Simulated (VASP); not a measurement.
# C (Fd-3m) in VASP: notebook

The runs below take C through single point, with PBE.

All numbers are computed with VASP 6.6.1; they aren't measurements. Logs are shortened: lines on timing, memory, paths and dates and some standing lists are left out, and cuts for length are marked.

### Step 1. The cell of the first run

It takes space group Fd-3m (No. 227, cubic). The conventional cell has a = 3.560 Å, b = 3.560 Å, c = 3.560 Å, α = 90.00°, β = 90.00°, γ = 90.00°. Within 2.1 Å of C (site symmetry -43m) lie 4 C at 1.54 Å.

### Step 2. Single point, PBE

Contents of INCAR:

```
SYSTEM = C
PREC = Accurate
ENCUT = 520
EDIFF = 1E-7
ISMEAR = 0
SIGMA = 0.01
LREAL = .False.
LASPH = .True.
NELM = 80
ALGO = Normal
ISIF = 2
LWAVE = .False.
LCHARG = .True.
GGA = PE
LELF = .True.
LVHAR = .True.
NBANDS = 11
```

Contents of KPOINTS:

```
regular mesh
0
Gamma
  2 2 2
  0 0 0
```

Contents of POSCAR:

```
C
1.0
    0.0000000000      1.7801241411      1.7801241411
    1.7801241411      0.0000000000      1.7801241411
    1.7801241411      1.7801241411      0.0000000000
C
2
Direct
    0.0000000000      0.0000000000      0.0000000000
    0.2500000000      0.2500000000      0.2500000000
```

Potentials or basis: VASP PAW PBE potentials, release 64 (C).

Launch:

```sh
cat potpaw_PBE.64/C/POTCAR > POTCAR
mpirun -np 1 vasp_std > vasp.out
```

OUTCAR:

```text
SYSTEM = C
   PREC = Accurate
   ENCUT = 520
   EDIFF = 1E-7
   ISMEAR = 0
   LREAL = .False.
   LASPH = .True.
   NELM = 80
   ISIF = 2
   GGA = PE

 ion  position               nearest neighbor table
   1  0.000  0.000  0.000-   2 1.54   2 1.54   2 1.54   2 1.54
   2  0.250  0.250  0.250-   1 1.54   1 1.54   1 1.54   1 1.54

  LATTYP: Found a face centered cubic cell.
 ALAT       =     3.5602482822

  Lattice vectors:

 A1 = (   0.0000000000,   1.7801241411,   1.7801241411)
 A2 = (   1.7801241411,   0.0000000000,   1.7801241411)
 A3 = (   1.7801241411,   1.7801241411,   0.0000000000)

Analysis of symmetry for initial positions (statically):
=====================================================================
 Subroutine PRICEL returns:
 Original cell was already a primitive cell.

 Routine SETGRP: Setting up the symmetry group for a
 face centered cubic supercell.

 Subroutine GETGRP returns: Found 48 space group operations
 (whereof 24 operations were pure point group operations)
 out of a pool of 48 trial point group operations.

The static configuration has the point symmetry T_d .
 The point group associated with its full space group is O_h .

Analysis of symmetry for dynamics (positions and initial velocities):
=====================================================================
 Subroutine PRICEL returns:
 Original cell was already a primitive cell.

 Routine SETGRP: Setting up the symmetry group for a
 face centered cubic supercell.

 Subroutine GETGRP returns: Found 48 space group operations
 (whereof 24 operations were pure point group operations)
 out of a pool of 48 trial point group operations.

The dynamic configuration has the point symmetry T_d .
 The point group associated with its full space group is O_h .

 Subroutine INISYM returns: Found 48 space group operations
 (whereof 24 operations are pure point group operations),
 and found     1 'primitive' translations

----------------------------------------------------------------------------------------

                                     Primitive cell

  volume of cell :      11.2819

  direct lattice vectors                    reciprocal lattice vectors
     0.000000000  1.780124141  1.780124141    -0.280879287  0.280879287  0.280879287
     1.780124141  0.000000000  1.780124141     0.280879287 -0.280879287  0.280879287
     1.780124141  1.780124141  0.000000000     0.280879287  0.280879287 -0.280879287

  length of vectors
     2.517475703  2.517475703  2.517475703     0.486497196  0.486497196  0.486497196

  position of ions in fractional coordinates (direct lattice)
     0.000000000  0.000000000  0.000000000
     0.250000000  0.250000000  0.250000000

  ion indices of the primitive-cell ions
   primitive index   ion index
                 1           1
                 2           2

----------------------------------------------------------------------------------------

 KPOINTS: regular mesh

Automatic generation of k-mesh.
 Grid dimensions read from file:
 generate k-points for:    2    2    2

 Generating k-lattice:

  Cartesian coordinates                     Fractional coordinates (reciprocal lattice)
    -0.140439644  0.140439644  0.140439644     0.500000000  0.000000000  0.000000000
     0.140439644 -0.140439644  0.140439644     0.000000000  0.500000000  0.000000000
     0.140439644  0.140439644 -0.140439644     0.000000000  0.000000000  0.500000000

  Length of vectors
     0.243248598  0.243248598  0.243248598

  Shift w.r.t. Gamma in fractional coordinates (k-lattice)
     0.000000000  0.000000000  0.000000000

 Subroutine IBZKPT returns following result:
 ===========================================

 Found      3 irreducible k-points:

 Following reciprocal coordinates:
            Coordinates               Weight
  0.000000  0.000000  0.000000      1.000000
  0.500000  0.000000  0.000000      4.000000
  0.500000  0.500000  0.000000      3.000000
   k-points           NKPTS =      3   k-points in BZ     NKDIM =      3   number of bands    NBANDS=     11
   number of dos      NEDOS =    301   number of ions     NIONS =      2
   total plane-waves  NPLWV =   8000
   dimension x,y,z NGX =    20 NGY =   20 NGZ =   20
   dimension x,y,z NGXF=    40 NGYF=   40 NGZF=   40
   ions per type =               2
   NGX,Y,Z   is equivalent  to a cutoff of  13.21, 13.21, 13.21 a.u.
   NGXF,Y,Z  is equivalent  to a cutoff of  26.41, 26.41, 26.41 a.u.
 SYSTEM =  C
   PREC   = accura    normal or accurate (medium, high low for compatibility)
   ISTART =      0    job   : 0-new  1-cont  2-samecut
   ICHARG =      2    charge: 1-file 2-atom 10-const
   ISPIN  =      1    spin polarized calculation?
   LNONCOLLINEAR =      F non collinear calculations
   LSORBIT =      F    spin-orbit coupling
   LASPH  =      T    aspherical Exc in radial PAW
   ENCUT  =  520.0 eV  38.22 Ry    6.18 a.u.   4.68  4.68  4.68*2*pi/ulx,y,z
   NELM   =     80;   NELMIN=  2; NELMDL= -5     # of ELM steps
   EDIFF  = 0.1E-06   stopping-criterion for ELM
   LREAL  =      F    real-space projection
   EDIFFG = 0.1E-05   stopping-criterion for IOM
   NSW    =      0    number of steps for IOM
   IBRION =     -1    ionic relax: 0-MD 1-quasi-New 2-CG
   NFREE  =      0    steps in history (QN), initial steepest desc. (CG)
   ISIF   =      2    stress and relaxation
   ISYM   =      2    0-nonsym 1-usesym 2-fastsym
   POTIM  = 0.5000    time-step for ionic-motion
   TEBEG  =    0.0;   TEEND  =   0.0 temperature during run
   PSTRESS=    0.0 pullay stress
   NELECT =       8.0000    total number of electrons
   NUPDOWN=      -1.0000    fix difference up-down
   EMIN   =  10.00;   EMAX   =-10.00  energy-range for DOS
   EFERMI =   0.00;   METHOD = LEGACY
   ISMEAR =     0;   SIGMA  =   0.01  broadening in eV -4-tet -1-fermi 0-gaus
   EFERMI_NEDOS =   21; number of points for ismear=-14 and -15
   IALGO  =     38    algorithm
   IMIX   =      4    mixing-type and parameters
     AMIX     =   0.40;   BMIX     =  1.00
     AMIX_MAG =   1.60;   BMIX_MAG =  1.00
  volume/ion in A,a.u.               =       5.64        38.07
  Fermi-wavevector in a.u.,A,eV,Ry     =   1.459860  2.758735 28.996616  2.131191
  Thomas-Fermi vector in A             =   2.576377
   LORBIT       =      0    0 simple, 1 ext, 2 COOP (PROOUT), +10 PAW based schemes
   GGA     = PE    functional components
   LHFCALC =     F    Hartree Fock is set to
   AEXX    =    0.0000 exact exchange contribution
   IVDW    =     0    specifies the selected vdW correction
   LEPSILON=     F    determine dielectric tensor
   LRPA    =     F    only Hartree local field effects (RPA)
 non-spin polarized calculation
 Gauss-broadening in eV      SIGMA  =   0.01
  energy-cutoff  :      520.00
  volume of cell :       11.28
 maximum number of plane-waves:       307
 NGX is ok and might be reduce to    20
   NGX =  9   NGY =  9   NGZ =  9

 number of electron       7.9999999 magnetization

 Free energy of the ion-electron system (eV)
  ---------------------------------------------------
  ext. energy  EPLUGINS =         0.00000000
  ---------------------------------------------------
  free energy    TOTEN  =       -14.97539737 eV

  energy without entropy =      -14.97539737  energy(sigma->0) =      -14.97539737

 E-fermi :  10.3760     XC(G=0): -13.1271

 val. band max:       10.2027393463   @ k =   0.0000   0.0000   0.0000
 cond. band min:      14.7717874638   @ k =   0.5000   0.5000   0.0000
 fundamental gap:      4.5690481175
 Fermi energy:        10.3760437947

 k-point     1 :       0.0000    0.0000    0.0000
  band No.  band energies     occupation
      1     -11.5063      2.00000
      2      10.2027      2.00000
      3      10.2027      2.00000
      4      10.2027      2.00000
      5      15.7109      0.00000
      6      15.7109      0.00000
      7      15.7109      0.00000
      8      23.6562      0.00000
      9      29.3696      0.00000
     10      36.5168      0.00000
     11      36.5168      0.00000

 k-point     2 :       0.5000    0.0000    0.0000
  band No.  band energies     occupation
      1      -5.6478      2.00000
      2      -3.3873      2.00000
      3       7.3551      2.00000
      4       7.3551      2.00000
      5      18.5664      0.00000
      6      18.5664      0.00000
      7      19.0565      0.00000
      8      25.8304      0.00000
      9      32.0990      0.00000
     10      34.3921      0.00000
     11      36.0266      0.00000

 k-point     3 :       0.5000    0.5000    0.0000
  band No.  band energies     occupation
      1      -2.7057      2.00000
      2      -2.7057      2.00000
      3       3.7882      2.00000
      4       3.7882      2.00000
      5      14.7718      0.00000
      6      14.7718      0.00000
      7      27.1461      0.00000
      8      27.1461      0.00000
      9      33.5264      0.00000
     10      33.5264      0.00000
     11      42.4465      0.00000

------------------------ aborting loop because EDIFF is reached ----------------------------------------

  FORCE on cell =-STRESS in cart. coord.  units (eV):
  Direction    XX          YY          ZZ          XY          YZ          ZX
  --------------------------------------------------------------------------------------
  -------------------------------------------------------------------------------------
  Total        2.5788843      2.5788843      2.5788843      0.0000000     -0.0000000     -0.0000000
  in kB      366.2364589    366.2364589    366.2364589      0.0000000     -0.0000000     -0.0000000
  external PRESSURE =     366.2364589 kB  Pullay stress =       0.0000000 kB

 VOLUME and BASIS-vectors are now :
 -----------------------------------------------------------------------------
  energy-cutoff  :      520.00
  volume of cell :       11.28
      direct lattice vectors                 reciprocal lattice vectors
     0.000000000  1.780124141  1.780124141    -0.280879287  0.280879287  0.280879287
     1.780124141  0.000000000  1.780124141     0.280879287 -0.280879287  0.280879287
     1.780124141  1.780124141  0.000000000     0.280879287  0.280879287 -0.280879287

 POSITION                                       TOTAL-FORCE (eV/Angst)
 -----------------------------------------------------------------------------------
      0.00000      0.00000      0.00000        -0.000000     -0.000000     -0.000000
      0.89006      0.89006      0.89006         0.000000      0.000000      0.000000
 -----------------------------------------------------------------------------------
    total drift:                                0.000000      0.000000      0.000000

  FREE ENERGIE OF THE ION-ELECTRON SYSTEM (eV)
  ---------------------------------------------------
  free  energy   TOTEN  =       -14.9753973680 eV

  energy  without entropy=      -14.9753973680  energy(sigma->0) =      -14.97539737
```

Wall time 3.1 s (1 thread of Intel Xeon 8259CL, shared host); peak memory 0.11 GiB.

What came out:

| Item | Value |
| --- | --- |
| Free energy | -14.9754 eV |
| Pressure | 36.6 GPa |
| Band gap on the k mesh | 4.57 eV, indirect (least direct gap 5.51 eV) |

Levels at points of the mesh, in eV from the valence-band top:
| k point | band 2 | band 3 | band 4 | band 5 | band 6 | band 7 |
| --- | --- | --- | --- | --- | --- | --- |
| (0.00, 0.00, 0.00) | 0.00 | 0.00 | 0.00 | 5.51 | 5.51 | 5.51 |
| (0.50, 0.00, 0.00) | -13.59 | -2.85 | -2.85 | 8.36 | 8.36 | 8.85 |
| (0.50, 0.50, 0.00) | -12.91 | -6.41 | -6.41 | 4.57 | 4.57 | 16.94 |

Caveat: the k points lie up to 1.53 Å⁻¹ apart. As with any semilocal functional, this PBE gap is likely too small.

### Step 3. Single point, PBE

Contents of INCAR:

```
PREC = Accurate
ENCUT = 520
EDIFF = 1E-6
ISMEAR = 0
SIGMA = 0.01
LREAL = False
LASPH = True
NELM = 80
ALGO = Normal
ISIF = 2
LWAVE = False
LCHARG = True
GGA = PE
LELF = True
LVHAR = True
NBANDS = 11
```

Contents of KPOINTS:

```
Automatic mesh
0
Gamma
  3 3 3
```

POSCAR is that of step 2.

Potentials or basis: VASP PAW PBE potentials, release 64 (C).

Launch:

```sh
cat potpaw_PBE.64/C/POTCAR > POTCAR
mpirun -np 1 vasp_std > vasp.out
```

Wall time 3 s (1 thread of Intel Xeon 8259CL, shared host); peak memory 0.11 GiB.

The run converged. Its results:

- Free energy: -17.6006 eV
- Pressure: 10.2 GPa
- Band gap on the k mesh: 4.12 eV, indirect (least direct gap 5.58 eV)

Levels at points of the mesh, in eV from the valence-band top:
```
           k point  band 1  band 2  band 3  band 4  band 5  band 6  band 7  band 8  band 9
(0.00, 0.00, 0.00)  -21.59    0.00    0.00    0.00    5.58    5.58    5.58   13.46   19.32
```

Caveat: the k points lie up to 1.02 Å⁻¹ apart. A k mesh can miss the band edges.
